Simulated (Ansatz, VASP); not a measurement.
# One calculation of Mo, two programs

Contents of POSCAR:

```
Mo
1.0
   -1.5764210372      1.5764210372      1.5764210372
    1.5764210372     -1.5764210372      1.5764210372
    1.5764210372      1.5764210372     -1.5764210372
Mo
1
Direct
    0.0000000000      0.0000000000      0.0000000000
```

The input INCAR.step1:

```
SYSTEM = Mo
PREC = Accurate
ENCUT = 520
ISMEAR = 1
SIGMA = 0.01
LREAL = .FALSE.
LASPH = .TRUE.
NELM = 100
NBANDS = 13
GGA = PE
ALGO = Normal
EDIFF = 1E-4
LWAVE = .TRUE.
LCHARG = .FALSE.
```

File INCAR.step2:

```
SYSTEM = Mo
PREC = Accurate
ENCUT = 520
EDIFF = 1E-6
ISMEAR = 1
SIGMA = 0.01
LREAL = .FALSE.
LASPH = .TRUE.
NELM = 100
ALGO = Normal
ISIF = 2
LWAVE = .FALSE.
LCHARG = .FALSE.
METAGGA = R2SCAN
LMIXTAU = .TRUE.
NBANDS = 13
ISTART = 1
```

Contents of KPOINTS:

```
regular mesh
0
G
  14 14 14
  0 0 0
```

Input for Ansatz:

```yaml
crystal:
  lattice:
    - [-1.5764210372, 1.5764210372, 1.5764210372]
    - [1.5764210372, -1.5764210372, 1.5764210372]
    - [1.5764210372, 1.5764210372, -1.5764210372]
  atoms:
    - { symbol: Mo, position: [0.0, 0.0, 0.0] }
hamiltonian:
  xc: r2scan
  pseudopotentials:
    kind: paw
    azcp:
      Mo: "pseudopotentials/Mo.paw.azcp"
basis:
  ecutwfc: 500
  fft_grid_basis: typed
kpoints:
  mp_grid: { grid: [14, 14, 14], shift: [0, 0, 0] }
magnetization:
  spin_polarized: false
scf:
  occupations: { method: cold, width: 0.01 }
  lower_state_search: "off"
output:
  stress: true
```

Alike in both runs: task single point; functional r2SCAN; k mesh 14 × 14 × 14; no spin polarisation.

```csv
,VASP,Ansatz
version,VASP 6.6.1,Ansatz 0.2.0
potentials or method,"VASP PAW PBE potentials, release 64 (Mo_sv), cutoff 520 eV","plane waves (500 eV) with PAW, scalar-relativistic"
occupations,"methfessel-paxton of order 1, width 0.01 eV","cold, width 0.01 eV"
valence electrons in the cell,14,14
```

|  | VASP | Ansatz | Ansatz less VASP |
| --- | --- | --- | --- |
| pressure (GPa) | 1.3 | 0.1 | -1.15 |

VASP's potentials were made for PBE, not for r2SCAN.
